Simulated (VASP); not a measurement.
A run of VASP 6.6.1:

The input INCAR:

```
SYSTEM = Au
ALGO = Normal
EDIFF = 1E-7
ENCUT = 520
GGA = PE
ISIF = 2
ISMEAR = -1
LASPH = .True.
LCHARG = .False.
LREAL = .False.
LWAVE = .False.
NBANDS = 24
NELM = 80
PREC = Accurate
SIGMA = 0.05
```

Contents of KPOINTS:

```
k-points
0
Gamma
  13 13 5
  0 0 0
```

The input POSCAR:

```
Au
1.0
    0.0000000000      2.0789639816     -2.0789639816
   -2.0789639816      0.0000000000      2.0789639816
    4.1579279633      4.1579279633      4.1579279633
Au
3
Direct
    0.0000000000      0.0000000000      0.0000000000
    0.3333333330      0.6666666670      0.3333333330
    0.6666666670      0.3333333330      0.6666666670
```

Potentials or basis: VASP PAW PBE potentials, release 64 (Au).

Command:

```sh
$ cat potpaw_PBE.64/Au/POTCAR > POTCAR
$ mpirun -np 1 vasp_std > vasp.out
```

Hardware: 1 thread of Intel(R) Xeon(R) 6975P-C (Granite Rapids) (shared host).

Task: Estimate the wall time of this run.

Result: Run time: 37 s on 1 thread of Intel(R) Xeon(R) 6975P-C (Granite Rapids), on a shared host, peak memory 0.23 GiB. Counts: scf iterations 11, k points 91.
